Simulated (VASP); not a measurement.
# Si (P1) in VASP: single point with PBE

Aim: the single point of Si with PBE.

Program: VASP 6.6.1. These are calculated values, not measurements. Logs are shortened: lines on timing, memory, paths and dates and some standing lists are left out, and cuts for length are marked.

### Step 1. The cell of the first run

The typed cell holds 8 atoms: a = 5.390 Å, b = 4.947 Å, c = 4.586 Å, α = 90.00°, β = 90.01°, γ = 90.03°.

### Step 2. Single point, PBE

The input, INCAR:

```
ALGO = Normal ; EDIFF = 1E-6
ENCUT = 520 ; GGA = PE
ISIF = 2 ; ISMEAR = 0
LASPH = T ; LCHARG = T
LELF = T ; LREAL = F
LVHAR = T ; LWAVE = F
NBANDS = 26 ; NELM = 60
PREC = Accurate ; SIGMA = 0.2
```

The input, KPOINTS:

```
k-points
0
Gamma
  4 4 4
```

The input, POSCAR:

```
Si
1.0
    5.3902161045     -0.0016115802      0.0001238940
   -0.0007297144      4.9471281752      0.0011787423
   -0.0012902807     -0.0009585113      4.5864293031
Si
8
Direct
    0.1635550740     -0.0000038896      0.0000959033
   -0.1631874871     -0.0000909590      0.4996120341
    0.0859096165      0.5001129130      0.0001594832
   -0.0865694247      0.4999845015      0.5001954254
    0.6637545202      0.9998772567     -0.0004988872
    0.3365342459      1.0001914361      0.5001471206
    0.5860892949      0.4998282692      0.0002535498
    0.4139141603      0.5001004720      0.5000353707
```

Potentials or basis: VASP PAW PBE potentials, release 64 (Si).

Command:

```
> cat potpaw_PBE.64/Si/POTCAR > POTCAR
> mpirun -np 1 vasp_std > vasp.out
```

OUTCAR:

```text
EDIFF = 1E-6
   ENCUT = 520
   GGA = PE
   ISIF = 2
   ISMEAR = 0
   LASPH = T
   LREAL = F
   NELM = 60
   PREC = Accurate

 ion  position               nearest neighbor table
   1  0.164  1.000  0.000-   6 2.48   6 2.48   3 2.51   3 2.51   5 2.69   5 2.70   2 2.89   2 2.89

   2  0.837  1.000  0.500-   5 2.48   5 2.48   4 2.51   4 2.51   6 2.69   6 2.70   1 2.89   1 2.89

   3  0.086  0.500  0.000-   4 2.47   4 2.47   1 2.51   1 2.51   7 2.69   7 2.70   8 2.89   8 2.90

   4  0.913  0.500  0.500-   3 2.47   3 2.47   2 2.51   2 2.51   8 2.69   8 2.70   7 2.89   7 2.89

   5  0.664  1.000  1.000-   2 2.48   2 2.48   7 2.51   7 2.51   1 2.69   1 2.70   6 2.89   6 2.90

   6  0.337  0.000  0.500-   1 2.48   1 2.48   8 2.51   8 2.51   2 2.69   2 2.70   5 2.89   5 2.90

   7  0.586  0.500  0.000-   8 2.47   8 2.47   5 2.51   5 2.51   3 2.69   3 2.70   4 2.89   4 2.89

   8  0.414  0.500  0.500-   7 2.47   7 2.47   6 2.51   6 2.51   4 2.69   4 2.70   3 2.89   3 2.90

  LATTYP: Found a triclinic cell.
 ALAT       =     5.3902163468
 B/A-ratio  =     0.9177977378
 C/A-ratio  =     0.8508804266
 COS(alpha) =     0.0000293209
 COS(beta)  =     0.0002582783
 COS(gamma) =     0.0004464796

  Lattice vectors:

 A1 = (   5.3902161045,  -0.0016115802,   0.0001238940)
 A2 = (   0.0007297144,  -4.9471281752,  -0.0011787423)
 A3 = (   0.0012902807,   0.0009585113,  -4.5864293031)

Analysis of symmetry for initial positions (statically):
=====================================================================
 Subroutine PRICEL returns:
 Original cell was already a primitive cell.

 Routine SETGRP: Setting up the symmetry group for a
 triclinic supercell.

 Subroutine GETGRP returns: Found  1 space group operations
 (whereof  1 operations were pure point group operations)
 out of a pool of  2 trial point group operations.

The static configuration has the point symmetry C_1 .

Analysis of symmetry for dynamics (positions and initial velocities):
=====================================================================
 Subroutine PRICEL returns:
 Original cell was already a primitive cell.

 Routine SETGRP: Setting up the symmetry group for a
 triclinic supercell.

 Subroutine GETGRP returns: Found  1 space group operations
 (whereof  1 operations were pure point group operations)
 out of a pool of  2 trial point group operations.

The dynamic configuration has the point symmetry C_1 .

 Subroutine INISYM returns: Found  1 space group operations
 (whereof  1 operations are pure point group operations),
 and found     1 'primitive' translations

----------------------------------------------------------------------------------------

                                     Primitive cell

  volume of cell :     122.3021

  direct lattice vectors                    reciprocal lattice vectors
     5.390216105 -0.001611580  0.000123894     0.185521326  0.000027352  0.000052198
    -0.000729714  4.947128175  0.001178742     0.000060435  0.202137474  0.000042261
    -0.001290281 -0.000958511  4.586429303    -0.000005027 -0.000051951  0.218034527

  length of vectors
     5.390216347  4.947128369  4.586429585     0.185521335  0.202137488  0.218034533

  position of ions in fractional coordinates (direct lattice)
     0.163555074  0.999996110  0.000095903
     0.836812513  0.999909041  0.499612034
     0.085909616  0.500112913  0.000159483
     0.913430575  0.499984502  0.500195425
     0.663754520  0.999877257  0.999501113
     0.336534246  0.000191436  0.500147121
     0.586089295  0.499828269  0.000253550
     0.413914160  0.500100472  0.500035371

  ion indices of the primitive-cell ions
   primitive index   ion index
                 1           1
                 2           2
                 3           3
                 4           4
                 5           5
                 6           6
                 7           7
                 8           8

----------------------------------------------------------------------------------------

 KPOINTS: k-points

Automatic generation of k-mesh.
 Grid dimensions read from file:
 generate k-points for:    4    4    4

 Generating k-lattice:

  Cartesian coordinates                     Fractional coordinates (reciprocal lattice)
     0.046380331  0.000006838  0.000013049     0.250000000  0.000000000  0.000000000
     0.000015109  0.050534369  0.000010565     0.000000000  0.250000000  0.000000000
    -0.000001257 -0.000012988  0.054508632     0.000000000  0.000000000  0.250000000

  Length of vectors
     0.046380334  0.050534372  0.054508633

  Shift w.r.t. Gamma in fractional coordinates (k-lattice)
     0.000000000  0.000000000  0.000000000

 Subroutine IBZKPT returns following result:
 ===========================================

 Found     36 irreducible k-points:

 Following reciprocal coordinates:
            Coordinates               Weight
  0.000000  0.000000  0.000000      1.000000
  0.250000 -0.000000  0.000000      2.000000
  0.500000 -0.000000  0.000000      1.000000
 -0.000000  0.250000  0.000000      2.000000
  0.250000  0.250000  0.000000      2.000000
  0.500000  0.250000  0.000000      2.000000
[... 16 lines left out ...]
 -0.000000 -0.250000  0.250000      2.000000
  0.250000 -0.250000  0.250000      2.000000
 [... further k-points ...]
   k-points           NKPTS =     36   k-points in BZ     NKDIM =     36   number of bands    NBANDS=     26
   number of dos      NEDOS =    301   number of ions     NIONS =      8
   total plane-waves  NPLWV =  57600
   dimension x,y,z NGX =    40 NGY =   40 NGZ =   36
   dimension x,y,z NGXF=    80 NGYF=   80 NGZF=   72
   ions per type =               8
   NGX,Y,Z   is equivalent  to a cutoff of  12.34, 13.44, 13.05 a.u.
   NGXF,Y,Z  is equivalent  to a cutoff of  24.67, 26.88, 26.10 a.u.
 SYSTEM =  unknown system
   PREC   = accura    normal or accurate (medium, high low for compatibility)
   ISTART =      0    job   : 0-new  1-cont  2-samecut
   ICHARG =      2    charge: 1-file 2-atom 10-const
   ISPIN  =      1    spin polarized calculation?
   LNONCOLLINEAR =      F non collinear calculations
   LSORBIT =      F    spin-orbit coupling
   LASPH  =      T    aspherical Exc in radial PAW
   ENCUT  =  520.0 eV  38.22 Ry    6.18 a.u.  10.02  9.20  8.53*2*pi/ulx,y,z
   NELM   =     60;   NELMIN=  2; NELMDL= -5     # of ELM steps
   EDIFF  = 0.1E-05   stopping-criterion for ELM
   LREAL  =      F    real-space projection
   EDIFFG = 0.1E-04   stopping-criterion for IOM
   NSW    =      0    number of steps for IOM
   IBRION =     -1    ionic relax: 0-MD 1-quasi-New 2-CG
   NFREE  =      0    steps in history (QN), initial steepest desc. (CG)
   ISIF   =      2    stress and relaxation
   ISYM   =      2    0-nonsym 1-usesym 2-fastsym
   POTIM  = 0.5000    time-step for ionic-motion
   TEBEG  =    0.0;   TEEND  =   0.0 temperature during run
   PSTRESS=    0.0 pullay stress
   NELECT =      32.0000    total number of electrons
   NUPDOWN=      -1.0000    fix difference up-down
   EMIN   =  10.00;   EMAX   =-10.00  energy-range for DOS
   EFERMI =   0.00;   METHOD = LEGACY
   ISMEAR =     0;   SIGMA  =   0.20  broadening in eV -4-tet -1-fermi 0-gaus
   EFERMI_NEDOS =   21; number of points for ismear=-14 and -15
   IALGO  =     38    algorithm
   IMIX   =      4    mixing-type and parameters
     AMIX     =   0.40;   BMIX     =  1.00
     AMIX_MAG =   1.60;   BMIX_MAG =  1.00
  volume/ion in A,a.u.               =      15.29       103.17
  Fermi-wavevector in a.u.,A,eV,Ry     =   1.047081  1.978696 14.917127  1.096378
  Thomas-Fermi vector in A             =   2.181946
   LORBIT       =      0    0 simple, 1 ext, 2 COOP (PROOUT), +10 PAW based schemes
   GGA     = PE    functional components
   LHFCALC =     F    Hartree Fock is set to
   AEXX    =    0.0000 exact exchange contribution
   IVDW    =     0    specifies the selected vdW correction
   LEPSILON=     F    determine dielectric tensor
   LRPA    =     F    only Hartree local field effects (RPA)
 non-spin polarized calculation
 Gauss-broadening in eV      SIGMA  =   0.20
  energy-cutoff  :      520.00
  volume of cell :      122.30
 maximum number of plane-waves:      3314
   NGX = 21   NGY = 19   NGZ = 17

 number of electron      32.0000002 magnetization

 Free energy of the ion-electron system (eV)
  ---------------------------------------------------
  ext. energy  EPLUGINS =         0.00000000
  ---------------------------------------------------
  free energy    TOTEN  =       -41.11058484 eV

  energy without entropy =      -41.06017728  energy(sigma->0) =      -41.08538106

 E-fermi :   9.2894     XC(G=0): -10.8954

 val. band max:        9.2704779984   @ k =  -0.2500   0.2500   0.5000
 cond. band min:       9.3041203988   @ k =   0.2500  -0.0000   0.5000
 fundamental gap:      0.0336424005
 Fermi energy:         9.2893883106

 k-point     1 :       0.0000    0.0000    0.0000
  band No.  band energies     occupation
      1      -4.6076      2.00000
      2       0.2378      2.00000
      3       0.2443      2.00000
      4       0.2729      2.00000
      5       1.7085      2.00000
      6       2.2621      2.00000
[... 18 lines left out ...]
     25      13.1524      0.00000
     26      13.8959      0.00000

 k-point     2 :       0.2500   -0.0000    0.0000
  band No.  band energies     occupation
      1      -4.2980      2.00000
      2      -1.8475      2.00000
      3       0.5763      2.00000
      4       2.0030      2.00000
      5       2.4668      2.00000
      6       2.5502      2.00000
[... 18 lines left out ...]
     25      13.9042      0.00000
     26      14.4363      0.00000

 k-point     3 :       0.5000   -0.0000    0.0000
  band No.  band energies     occupation
      1      -3.3759      2.00000
      2      -3.3706      2.00000
      3       1.4713      2.00000
      4       1.4763      2.00000
      5       2.8453      2.00000
      6       2.8505      2.00000
[... 18 lines left out ...]
     25      13.5573      0.00000
     26      13.5613      0.00000

 k-point     4 :      -0.0000    0.2500    0.0000
  band No.  band energies     occupation
      1      -4.2442      2.00000
      2      -1.4210      2.00000
      3       0.5778      2.00000
      4       0.5850      2.00000
      5       2.0713      2.00000
      6       2.9276      2.00000
[... 18 lines left out ...]
     25      14.2037      0.00000
     26      14.8396      0.00000

 k-point     5 :       0.2500    0.2500    0.0000
  band No.  band energies     occupation
      1      -3.9349      2.00000
      2      -1.4913      2.00000
      3      -1.1171      2.00000
      4       1.2532      2.00000
      5       2.3647      2.00000
      6       3.2110      2.00000
[... 18 lines left out ...]
     25      12.9055      0.00000
     26      13.6507      0.00000

 k-point     6 :       0.5000    0.2500    0.0000
  band No.  band energies     occupation
      1      -3.0150      2.00000
      2      -3.0096      2.00000
      3      -0.2120      2.00000
      4      -0.2059      2.00000
      5       3.2004      2.00000
      6       3.2054      2.00000
[... 427 lines left out ...]
 k-point    21 :       0.5000    0.5000    0.2500
  band No.  band energies     occupation
      1      -1.5228      2.00000
      2      -1.5192      2.00000
      3      -1.5142      2.00000
      4      -1.5128      2.00000
      5       1.8005      2.00000
      6       1.8040      2.00000
[... 18 lines left out ...]
     25      13.5605      0.00000
     26      13.5673      0.00000

 k-point    22 :      -0.2500    0.5000    0.2500
  band No.  band energies     occupation
      1      -2.4326      2.00000
      2      -2.4313      2.00000
      3      -0.0169      2.00000
      4      -0.0134      2.00000
      5       0.9201      2.00000
      6       0.9211      2.00000
[... 18 lines left out ...]
     25      14.4144      0.00000
     26      14.4179      0.00000

 k-point    23 :      -0.0000   -0.2500    0.2500
  band No.  band energies     occupation
      1      -3.8161      2.00000
      2      -0.9977      2.00000
      3      -0.4390      2.00000
      4       0.9728      2.00000
      5       0.9795      2.00000
      6       2.3324      2.00000
[... 18 lines left out ...]
     25      14.3217      0.00000
     26      14.4953      0.00000

 k-point    24 :       0.2500   -0.2500    0.2500
  band No.  band energies     occupation
      1      -3.5080      2.00000
      2      -1.0717      2.00000
      3      -0.6929      2.00000
      4      -0.1390      2.00000
      5       1.6525      2.00000
      6       2.1639      2.00000
[... 18 lines left out ...]
     25      13.6379      0.00000
     26      14.6723      0.00000

 [... further k-points ...]

------------------------ aborting loop because EDIFF is reached ----------------------------------------

  FORCE on cell =-STRESS in cart. coord.  units (eV):
  Direction    XX          YY          ZZ          XY          YZ          ZX
  --------------------------------------------------------------------------------------
  -------------------------------------------------------------------------------------
  Total        0.0997914     -0.0112446     -0.0517617      0.0105669     -0.0019090      0.0116809
  in kB        1.3072837     -0.1473066     -0.6780858      0.1384278     -0.0250079      0.1530220
  external PRESSURE =       0.1606304 kB  Pullay stress =       0.0000000 kB

 VOLUME and BASIS-vectors are now :
 -----------------------------------------------------------------------------
  energy-cutoff  :      520.00
  volume of cell :      122.30
      direct lattice vectors                 reciprocal lattice vectors
     5.390216105 -0.001611580  0.000123894     0.185521326  0.000027352  0.000052198
    -0.000729714  4.947128175  0.001178742     0.000060435  0.202137474  0.000042261
    -0.001290281 -0.000958511  4.586429303    -0.000005027 -0.000051951  0.218034527

 POSITION                                       TOTAL-FORCE (eV/Angst)
 -----------------------------------------------------------------------------------
      0.88087      4.94685      0.00164         0.006097      0.001872     -0.001416
      4.50923      4.94485      2.29272        -0.009604      0.002751      0.002433
      0.46271      2.47398      0.00133         0.001876     -0.002980      0.000296
      4.92258      2.47154      2.29481         0.006808     -0.001718     -0.003510
      3.57576      4.94449      4.58540         0.002842      0.000030      0.006981
      1.81335     -0.00007      2.29393        -0.006264     -0.003004     -0.002373
      3.15878      2.47177      0.00182         0.000662      0.002666     -0.006395
      2.23008      2.47291      2.29402        -0.002416      0.000385      0.003985
 -----------------------------------------------------------------------------------
    total drift:                               -0.000004      0.000000      0.000001

  FREE ENERGIE OF THE ION-ELECTRON SYSTEM (eV)
  ---------------------------------------------------
  free  energy   TOTEN  =       -41.1105848413 eV

  energy  without entropy=      -41.0601772845  energy(sigma->0) =      -41.08538106
```

It took 64 s on 1 thread of Intel Xeon Platinum 8259CL at 2.50GHz (Skylake/Cascade Lake), shared host; peak memory 0.25 GiB.

Results:

| Property | Result |
| --- | --- |
| Free energy | -41.1106 eV |
| Pressure | 0.0 GPa |
| Largest force | 0.010 eV/Å |
| Band gap on the k mesh | zero (bands 16 and 17 overlap by 2.81 eV) |

Forces on the atoms (eV/Å):
```
Si   0.006  0.002 -0.001
Si  -0.010  0.003  0.002
Si   0.002 -0.003  0.000
Si   0.007 -0.002 -0.004
Si   0.003  0.000  0.007
Si  -0.006 -0.003 -0.002
Si   0.001  0.003 -0.006
Si  -0.002  0.000  0.004
```

The gap in the log of VASP goes by the Fermi energy; the results here count the filled bands.